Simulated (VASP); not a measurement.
Set up this calculation in VASP 6.6.1, as the native input.

```yaml
Task: single point
Functional: PBE
Potentials_or_basis: VASP PAW PBE potentials, release 64 (Pb_d)
Cutoff: 520 eV
k_mesh: 9 × 9 × 5
Occupations: gaussian, width 0.05 eV
Spin: no spin polarisation
Dipole_correction: no
Further_INCAR_settings: ALGO = Normal; EDIFF = 1e-06; NBANDS = 21
```

The structure of Pb lies in POSCAR:

```
Pb
1.0
    3.4800000000      0.0000000000      0.0000000000
   -1.7400000000      3.0137684052      0.0000000000
    0.0000000000      0.0000000000      5.5900000000
Pb
2
Direct
    0.6666666667      0.3333333333      0.7500000000
    0.3333333333      0.6666666667      0.2500000000
```

One way to write it, as run:

INCAR

```
SYSTEM = Pb
PREC = Accurate
ENCUT = 520
EDIFF = 1E-6
ISMEAR = 0
SIGMA = 0.05
LREAL = .False.
LASPH = .True.
NELM = 100
ALGO = Normal
ISIF = 2
LWAVE = .False.
LCHARG = .False.
GGA = PE
NBANDS = 21
```

KPOINTS

```
Automatic mesh
0
Gamma
  9 9 5
  0 0 0
```

Potentials or basis: VASP PAW PBE potentials, release 64 (Pb_d).

Command:

```sh
$ cat potpaw_PBE.64/Pb_d/POTCAR > POTCAR
$ mpirun -np 1 vasp_std > vasp.out
```

Results of the run:

```
Pressure               : 4.0 GPa
Band gap on the k mesh : zero (band 14 reaches 13.40 eV, above the bottom of band 15 at 5.62 eV)
```

Caveat: spin-orbit coupling is left out, which moves the levels of the heavy elements.

Run time: 43 s on 1 thread of Intel Xeon 8259CL, on a shared host, peak memory 0.18 GiB.
